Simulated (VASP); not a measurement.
# Ge (P6/mmm) in VASP: further runs

Ge is run at these levels: PBE; tasks: single point, relaxation of cell and atoms.

Program: VASP 6.6.1. These are calculated values, not measurements. Logs are shortened: lines on timing, memory, paths and dates and some standing lists are left out, and cuts for length are marked.

## Step 1: The cell of the first run

The structure is hexagonal, space group P6/mmm (No. 191). The conventional cell has a = 2.848 Å, b = 2.848 Å, c = 2.804 Å, α = 90.00°, β = 90.00°, γ = 120.00°. Within 3.7 Å of Ge (site symmetry 6/mmm) lie 8 Ge at 2.80 to 2.85 Å.

## Step 2: Single point, PBE

INCAR reads:

```
SYSTEM = Ge
  ALGO = Normal
  EDIFF = 1E-7
  ENCUT = 520
  GGA = PE
  ISIF = 2
  ISMEAR = 0
  LASPH = .True.
  LCHARG = .False.
  LREAL = .False.
  LWAVE = .False.
  NBANDS = 13
  NELM = 60
  PREC = Accurate
  SIGMA = 0.1
```

KPOINTS reads:

```
k-points
0
Gamma
  6 6 6
  0 0 0
```

POSCAR reads:

```
Ge
1.0
    2.8481154929      0.0000000000      0.0000000000
   -1.4240577465      2.4665403698      0.0000000000
    0.0000000000      0.0000000000      2.8043077501
Ge
1
Direct
    0.0000000000      0.0000000000      0.5000000000
```

Potentials or basis: VASP PAW PBE potentials, release 64 (Ge_d).

On the command line:

```
$ cat potpaw_PBE.64/Ge_d/POTCAR > POTCAR
$ mpirun -np 1 vasp_std > vasp.out
```

OUTCAR:

```text
SYSTEM = Ge
   EDIFF = 1E-7
   ENCUT = 520
   GGA = PE
   ISIF = 2
   ISMEAR = 0
   LASPH = .True.
   LREAL = .False.
   NELM = 60
   PREC = Accurate

 ion  position               nearest neighbor table
   1  0.000  0.000  0.500-

  LATTYP: Found a hexagonal cell.
 ALAT       =     2.8481154929
 C/A-ratio  =     0.9846186916

  Lattice vectors:

 A1 = (   2.8481154929,   0.0000000000,   0.0000000000)
 A2 = (  -1.4240577465,   2.4665403698,   0.0000000000)
 A3 = (   0.0000000000,   0.0000000000,   2.8043077501)

Analysis of symmetry for initial positions (statically):
=====================================================================
 Subroutine PRICEL returns:
 Original cell was already a primitive cell.

 Routine SETGRP: Setting up the symmetry group for a
 hexagonal supercell.

 Subroutine GETGRP returns: Found 24 space group operations
 (whereof 24 operations were pure point group operations)
 out of a pool of 24 trial point group operations.

The static configuration has the point symmetry D_6h.

Analysis of symmetry for dynamics (positions and initial velocities):
=====================================================================
 Subroutine PRICEL returns:
 Original cell was already a primitive cell.

 Routine SETGRP: Setting up the symmetry group for a
 hexagonal supercell.

 Subroutine GETGRP returns: Found 24 space group operations
 (whereof 24 operations were pure point group operations)
 out of a pool of 24 trial point group operations.

The dynamic configuration has the point symmetry D_6h.

 Subroutine INISYM returns: Found 24 space group operations
 (whereof 24 operations are pure point group operations),
 and found     1 'primitive' translations

----------------------------------------------------------------------------------------

                                     Primitive cell

  volume of cell :      19.7002

  direct lattice vectors                    reciprocal lattice vectors
     2.848115493  0.000000000  0.000000000     0.351109357  0.202713082  0.000000000
    -1.424057746  2.466540370  0.000000000     0.000000000  0.405426164  0.000000000
     0.000000000  0.000000000  2.804307750     0.000000000  0.000000000  0.356594243

  length of vectors
     2.848115493  2.848115493  2.804307750     0.405426164  0.405426164  0.356594243

  position of ions in fractional coordinates (direct lattice)
     0.000000000  0.000000000  0.500000000

  ion indices of the primitive-cell ions
   primitive index   ion index
                 1           1

----------------------------------------------------------------------------------------

 KPOINTS: k-points

Automatic generation of k-mesh.
 Grid dimensions read from file:
 generate k-points for:    6    6    6

 Generating k-lattice:

  Cartesian coordinates                     Fractional coordinates (reciprocal lattice)
     0.058518226  0.033785514  0.000000000     0.166666667  0.000000000  0.000000000
     0.000000000  0.067571027  0.000000000     0.000000000  0.166666667  0.000000000
     0.000000000  0.000000000  0.059432374     0.000000000  0.000000000  0.166666667

  Length of vectors
     0.067571027  0.067571027  0.059432374

  Shift w.r.t. Gamma in fractional coordinates (k-lattice)
     0.000000000  0.000000000  0.000000000

 Subroutine IBZKPT returns following result:
 ===========================================

 Found     28 irreducible k-points:

 Following reciprocal coordinates:
            Coordinates               Weight
  0.000000  0.000000  0.000000      1.000000
  0.166667 -0.000000  0.000000      6.000000
  0.333333 -0.000000  0.000000      6.000000
  0.500000 -0.000000  0.000000      3.000000
  0.166667  0.166667  0.000000      6.000000
  0.333333  0.166667  0.000000     12.000000
[... 16 lines left out ...]
  0.166667 -0.000000  0.500000      6.000000
  0.333333 -0.000000  0.500000      6.000000
 [... further k-points ...]
   k-points           NKPTS =     28   k-points in BZ     NKDIM =     28   number of bands    NBANDS=     13
   number of dos      NEDOS =    301   number of ions     NIONS =      1
   total plane-waves  NPLWV =  13824
   dimension x,y,z NGX =    24 NGY =   24 NGZ =   24
   dimension x,y,z NGXF=    48 NGYF=   48 NGZF=   48
   ions per type =               1
   NGX,Y,Z   is equivalent  to a cutoff of  14.01, 14.01, 14.23 a.u.
   NGXF,Y,Z  is equivalent  to a cutoff of  28.02, 28.02, 28.46 a.u.
 SYSTEM =  Ge
   PREC   = accura    normal or accurate (medium, high low for compatibility)
   ISTART =      0    job   : 0-new  1-cont  2-samecut
   ICHARG =      2    charge: 1-file 2-atom 10-const
   ISPIN  =      1    spin polarized calculation?
   LNONCOLLINEAR =      F non collinear calculations
   LSORBIT =      F    spin-orbit coupling
   LASPH  =      T    aspherical Exc in radial PAW
   ENCUT  =  520.0 eV  38.22 Ry    6.18 a.u.   5.30  5.30  5.21*2*pi/ulx,y,z
   NELM   =     60;   NELMIN=  2; NELMDL= -5     # of ELM steps
   EDIFF  = 0.1E-06   stopping-criterion for ELM
   LREAL  =      F    real-space projection
   EDIFFG = 0.1E-05   stopping-criterion for IOM
   NSW    =      0    number of steps for IOM
   IBRION =     -1    ionic relax: 0-MD 1-quasi-New 2-CG
   NFREE  =      0    steps in history (QN), initial steepest desc. (CG)
   ISIF   =      2    stress and relaxation
   ISYM   =      2    0-nonsym 1-usesym 2-fastsym
   POTIM  = 0.5000    time-step for ionic-motion
   TEBEG  =    0.0;   TEEND  =   0.0 temperature during run
   PSTRESS=    0.0 pullay stress
   NELECT =      14.0000    total number of electrons
   NUPDOWN=      -1.0000    fix difference up-down
   EMIN   =  10.00;   EMAX   =-10.00  energy-range for DOS
   EFERMI =   0.00;   METHOD = LEGACY
   ISMEAR =     0;   SIGMA  =   0.10  broadening in eV -4-tet -1-fermi 0-gaus
   EFERMI_NEDOS =   21; number of points for ismear=-14 and -15
   IALGO  =     38    algorithm
   IMIX   =      4    mixing-type and parameters
     AMIX     =   0.40;   BMIX     =  1.00
     AMIX_MAG =   1.60;   BMIX_MAG =  1.00
  volume/ion in A,a.u.               =      19.70       132.94
  Fermi-wavevector in a.u.,A,eV,Ry     =   1.460922  2.760742 29.038818  2.134293
  Thomas-Fermi vector in A             =   2.577314
   LORBIT       =      0    0 simple, 1 ext, 2 COOP (PROOUT), +10 PAW based schemes
   GGA     = PE    functional components
   LHFCALC =     F    Hartree Fock is set to
   AEXX    =    0.0000 exact exchange contribution
   IVDW    =     0    specifies the selected vdW correction
   LEPSILON=     F    determine dielectric tensor
   LRPA    =     F    only Hartree local field effects (RPA)
 non-spin polarized calculation
 Gauss-broadening in eV      SIGMA  =   0.10
  energy-cutoff  :      520.00
  volume of cell :       19.70
 maximum number of plane-waves:       547
 NGX is ok and might be reduce to    24
   NGX = 11   NGY = 11   NGZ = 11

 number of electron      14.0000004 magnetization

 Free energy of the ion-electron system (eV)
  ---------------------------------------------------
  ext. energy  EPLUGINS =         0.00000000
  ---------------------------------------------------
  free energy    TOTEN  =        -4.31404131 eV

  energy without entropy =       -4.31207799  energy(sigma->0) =       -4.31305965

 E-fermi :   6.7196     XC(G=0): -11.0103

 val. band max:        6.6512158960   @ k =   0.3333  -0.0000   0.3333
 cond. band min:       7.0306944543   @ k =   0.3333   0.1667   0.0000
 fundamental gap:      0.3794785583
 Fermi energy:         6.7196209542

 k-point     1 :       0.0000    0.0000    0.0000
  band No.  band energies     occupation
      1     -18.5410      2.00000
      2     -18.4561      2.00000
      3     -18.4561      2.00000
      4     -18.3433      2.00000
      5     -18.3433      2.00000
      6      -6.6688      2.00000
      7      11.4543      0.00000
      8      14.9484      0.00000
      9      14.9484      0.00000
     10      15.3026      0.00000
     11      20.7411      0.00000
     12      20.7411      0.00000
     13      21.1950      0.00000

 k-point     2 :       0.1667   -0.0000    0.0000
  band No.  band energies     occupation
      1     -18.5252      2.00000
      2     -18.4599      2.00000
      3     -18.4234      2.00000
      4     -18.3578      2.00000
      5     -18.3467      2.00000
      6      -5.9946      2.00000
      7      10.3432      0.00000
      8      12.1042      0.00000
      9      13.2925      0.00000
     10      16.0079      0.00000
     11      17.6733      0.00000
     12      23.6773      0.00000
     13      24.4076      0.00000

 k-point     3 :       0.3333   -0.0000    0.0000
  band No.  band energies     occupation
      1     -18.5211      2.00000
      2     -18.4423      2.00000
      3     -18.3868      2.00000
      4     -18.3575      2.00000
      5     -18.3536      2.00000
      6      -3.9941      2.00000
      7       4.6081      2.00000
      8      11.3999      0.00000
      9      13.8699      0.00000
     10      15.2557      0.00000
     11      18.3481      0.00000
     12      24.2832      0.00000
     13      25.4694      0.00000

 k-point     4 :       0.5000   -0.0000    0.0000
  band No.  band energies     occupation
      1     -18.5290      2.00000
      2     -18.4244      2.00000
      3     -18.4011      2.00000
      4     -18.3570      2.00000
      5     -18.3241      2.00000
      6      -1.5635      2.00000
      7       0.8633      2.00000
      8      10.7083      0.00000
      9      14.6816      0.00000
     10      15.3600      0.00000
     11      21.3462      0.00000
     12      21.4372      0.00000
     13      21.5508      0.00000

 k-point     5 :       0.1667    0.1667    0.0000
  band No.  band energies     occupation
      1     -18.5010      2.00000
      2     -18.4632      2.00000
      3     -18.3786      2.00000
      4     -18.3768      2.00000
      5     -18.3546      2.00000
      6      -4.6536      2.00000
      7       7.0848      0.00000
      8       9.0936      0.00000
      9      13.3274      0.00000
     10      17.4513      0.00000
     11      20.0702      0.00000
     12      22.4370      0.00000
     13      26.3865      0.00000
[... 257 lines left out ...]
 k-point    22 :       0.0000    0.0000    0.5000
  band No.  band energies     occupation
      1     -18.4495      2.00000
      2     -18.4495      2.00000
      3     -18.4000      2.00000
      4     -18.3880      2.00000
      5     -18.3880      2.00000
      6      -3.4802      2.00000
      7       0.4946      2.00000
      8      17.3031      0.00000
      9      17.3031      0.00000
     10      23.2838      0.00000
     11      23.6110      0.00000
     12      23.6110      0.00000
     13      24.7436      0.00000

 k-point    23 :       0.1667   -0.0000    0.5000
  band No.  band energies     occupation
      1     -18.4585      2.00000
      2     -18.4176      2.00000
      3     -18.4087      2.00000
      4     -18.3925      2.00000
      5     -18.3741      2.00000
      6      -2.8137      2.00000
      7       1.1540      2.00000
      8      13.2427      0.00000
      9      15.7024      0.00000
     10      18.0719      0.00000
     11      20.6465      0.00000
     12      22.8400      0.00000
     13      23.3324      0.00000

 k-point    24 :       0.3333   -0.0000    0.5000
  band No.  band energies     occupation
      1     -18.4826      2.00000
      2     -18.4493      2.00000
      3     -18.4015      2.00000
      4     -18.3533      2.00000
      5     -18.3179      2.00000
      6      -0.8054      2.00000
      7       2.9899      2.00000
      8       7.5261      0.00000
      9      12.5923      0.00000
     10      13.8097      0.00000
     11      18.9240      0.00000
     12      20.9892      0.00000
     13      21.0563      0.00000

 [... further k-points ...]

------------------------ aborting loop because EDIFF is reached ----------------------------------------

  FORCE on cell =-STRESS in cart. coord.  units (eV):
  Direction    XX          YY          ZZ          XY          YZ          ZX
  --------------------------------------------------------------------------------------
  -------------------------------------------------------------------------------------
  Total       -0.0128583     -0.0128583     -0.0097455      0.0000000     -0.0000000      0.0000000
  in kB       -1.0457342     -1.0457342     -0.7925771      0.0000000     -0.0000000      0.0000000
  external PRESSURE =      -0.9613485 kB  Pullay stress =       0.0000000 kB

 VOLUME and BASIS-vectors are now :
 -----------------------------------------------------------------------------
  energy-cutoff  :      520.00
  volume of cell :       19.70
      direct lattice vectors                 reciprocal lattice vectors
     2.848115493  0.000000000  0.000000000     0.351109357  0.202713082  0.000000000
    -1.424057746  2.466540370  0.000000000     0.000000000  0.405426164  0.000000000
     0.000000000  0.000000000  2.804307750     0.000000000  0.000000000  0.356594243

 POSITION                                       TOTAL-FORCE (eV/Angst)
 -----------------------------------------------------------------------------------
      0.00000      0.00000      1.40215         0.000000      0.000000      0.000000
 -----------------------------------------------------------------------------------
    total drift:                                0.000000      0.000000      0.000000

  FREE ENERGIE OF THE ION-ELECTRON SYSTEM (eV)
  ---------------------------------------------------
  free  energy   TOTEN  =        -4.3140413115 eV

  energy  without entropy=       -4.3120779861  energy(sigma->0) =       -4.31305965
```

Wall time 9.2 s (1 thread of AMD EPYC 7R43 (Zen 3), shared host); peak memory 0.1 GiB.

Results:

| Property | Result |
| --- | --- |
| Free energy | -4.3140 eV |
| Pressure | -0.1 GPa |
| Band gap on the k mesh | zero (band 7 reaches 11.45 eV, above the bottom of band 8 at 3.02 eV) |

Caveat: the k points lie up to 0.42 Å⁻¹ apart.

## Step 3: Relaxation of cell and atoms, PBE

This run uses another cell than the first one, of 19.90 Å³/atom, 1.010 times its volume.

INCAR reads:

```
SYSTEM = Ge
PREC = Accurate
ENCUT = 600
EDIFF = 1E-6
ISMEAR = 0
SIGMA = 0.1
LREAL = .FALSE.
LASPH = .TRUE.
NELM = 80
ALGO = Normal
ISIF = 3
LWAVE = .FALSE.
LCHARG = .FALSE.
GGA = PE
IBRION = 2
NSW = 90
EDIFFG = -0.04
```

KPOINTS reads:

```
Automatic mesh
0
G
  6 6 6
  0 0 0
```

POSCAR reads:

```
Ge
1.0
    3.0264949346      0.0000000000      0.0000000000
   -1.5132474673      2.6210214978      0.0000000000
    0.0000000000      0.0000000000      2.5088437345
Ge
1
Direct
    0.0000000000      0.0000000000      0.5000000000
```

Potentials or basis: VASP PAW PBE potentials, release 64 (Ge_d).

On the command line:

```
$ cat potpaw_PBE.64/Ge_d/POTCAR > POTCAR
$ mpirun -np 1 vasp_std > vasp.out
```

OUTCAR:

```text
SYSTEM = Ge
   PREC = Accurate
   ENCUT = 600
   EDIFF = 1E-6
   ISMEAR = 0
   LREAL = .FALSE.
   LASPH = .TRUE.
   NELM = 80
   ISIF = 3
   GGA = PE
   IBRION = 2
   NSW = 90
   EDIFFG = -0.04

 ion  position               nearest neighbor table
   1  0.000  0.000  0.500-

  LATTYP: Found a hexagonal cell.
 ALAT       =     3.0264949346
 C/A-ratio  =     0.8289601631

  Lattice vectors:

 A1 = (   3.0264949346,   0.0000000000,   0.0000000000)
 A2 = (  -1.5132474673,   2.6210214978,   0.0000000000)
 A3 = (   0.0000000000,   0.0000000000,   2.5088437345)

Analysis of symmetry for initial positions (statically):
=====================================================================
 Subroutine PRICEL returns:
 Original cell was already a primitive cell.

 Routine SETGRP: Setting up the symmetry group for a
 hexagonal supercell.

 Subroutine GETGRP returns: Found 24 space group operations
 (whereof 24 operations were pure point group operations)
 out of a pool of 24 trial point group operations.

The static configuration has the point symmetry D_6h.

Analysis of symmetry for dynamics (positions and initial velocities):
=====================================================================
 Subroutine PRICEL returns:
 Original cell was already a primitive cell.

 Routine SETGRP: Setting up the symmetry group for a
 hexagonal supercell.

 Subroutine GETGRP returns: Found 24 space group operations
[... 429 lines left out ...]

 number of electron      14.0000017 magnetization

 Free energy of the ion-electron system (eV)
  ---------------------------------------------------
  ext. energy  EPLUGINS =         0.00000000
  ---------------------------------------------------
  free energy    TOTEN  =        -4.31421341 eV

  energy without entropy =       -4.31224991  energy(sigma->0) =       -4.31323166

 E-fermi :   6.7143     XC(G=0): -11.0082

 val. band max:        6.6459429715   @ k =   0.3333   0.0000   0.3333
 cond. band min:       7.0162337320   @ k =   0.3333   0.1667   0.0000
 fundamental gap:      0.3702907605
 Fermi energy:         6.7143468578

 k-point     1 :       0.0000    0.0000    0.0000
  band No.  band energies     occupation
      1     -18.5459      2.00000
      2     -18.4611      2.00000
      3     -18.4611      2.00000
      4     -18.3481      2.00000
      5     -18.3481      2.00000
      6      -6.6687      2.00000
      7      11.4849      0.00000
      8      14.9144      0.00000
      9      14.9144      0.00000
     10      15.3277      0.00000
     11      20.7132      0.00000
[... 309 lines left out ...]
 k-point    24 :       0.3333    0.0000    0.5000
  band No.  band energies     occupation
      1     -18.4872      2.00000
      2     -18.4543      2.00000
      3     -18.4068      2.00000
      4     -18.3589      2.00000
      5     -18.3223      2.00000
      6      -0.7961      2.00000
      7       2.9825      2.00000
      8       7.5242      0.00000
      9      12.5799      0.00000
     10      13.7968      0.00000
     11      18.9131      0.00000

 [... further k-points ...]

------------------------ aborting loop because EDIFF is reached ----------------------------------------

  FORCE on cell =-STRESS in cart. coord.  units (eV):
  Direction    XX          YY          ZZ          XY          YZ          ZX
  --------------------------------------------------------------------------------------
  -------------------------------------------------------------------------------------
  Total       -0.0219025     -0.0219025      0.0329653      0.0000000     -0.0000000     -0.0000000
  in kB       -1.7804619     -1.7804619      2.6797609      0.0000000     -0.0000000     -0.0000000
  external PRESSURE =      -0.2937210 kB  Pullay stress =       0.0000000 kB
[... 16 lines left out ...]
  FREE ENERGIE OF THE ION-ELECTRON SYSTEM (eV)
  ---------------------------------------------------
  free  energy   TOTEN  =        -4.3142134089 eV

  energy  without entropy=       -4.3122499120  energy(sigma->0) =       -4.31323166

 reached required accuracy - stopping structural energy minimisation
```

Wall time 42 s (1 thread of AMD EPYC 7R43 (Zen 3), shared host); peak memory 0.1 GiB.

What came out:

| Property | Result |
| --- | --- |
| Free energy | -4.3142 eV |
| Relaxed volume | 19.71 Å³/atom |
| Relaxed cell | a = 2.850 Å, b = 2.850 Å, c = 2.802 Å, α = 90.00°, β = 90.00°, γ = 120.00° |
| Space group after relaxing (to 0.05 Å) | P6/mmm (No. 191) |
| Energy gained by relaxing | 182.2 meV/atom |
| Ionic steps | 9 |
| Pressure after relaxing | 0.0 GPa |
| Band gap on the k mesh | zero (band 7 reaches 11.48 eV, above the bottom of band 8 at 3.01 eV) |

Step by step:
| step | energy change (eV) | largest force (eV/Å) | pressure (GPa) | volume (Å³) |
| --- | --- | --- | --- | --- |
| 1 | 0.0000 | 0.0000 | -0.29 | 19.90 |
| 2 | -0.1455 | 0.0000 | -0.94 | 19.72 |
| 3 | -0.1702 | 0.0000 | -0.04 | 19.63 |
| 4 | -0.1662 | 0.0000 | 1.94 | 19.41 |
| 5 | -0.1818 | 0.0000 | 0.53 | 19.54 |
| 6 | -0.1818 | 0.0000 | 0.63 | 19.53 |
| 7 | -0.1821 | 0.0000 | -0.21 | 19.77 |
| 8 | -0.1822 | 0.0000 | 0.15 | 19.69 |
| 9 | -0.1822 | 0.0000 | -0.03 | 19.71 |

Final structure:
```
Ge
1.0
     2.85007    0.00000    0.00000
    -1.42504    2.46823    0.00000
     0.00000    0.00000    2.80175
Ge
1
Cartesian
  0.0000 0.0000 1.4009
```

Caveat: the k points lie up to 0.42 Å⁻¹ apart in the final cell.
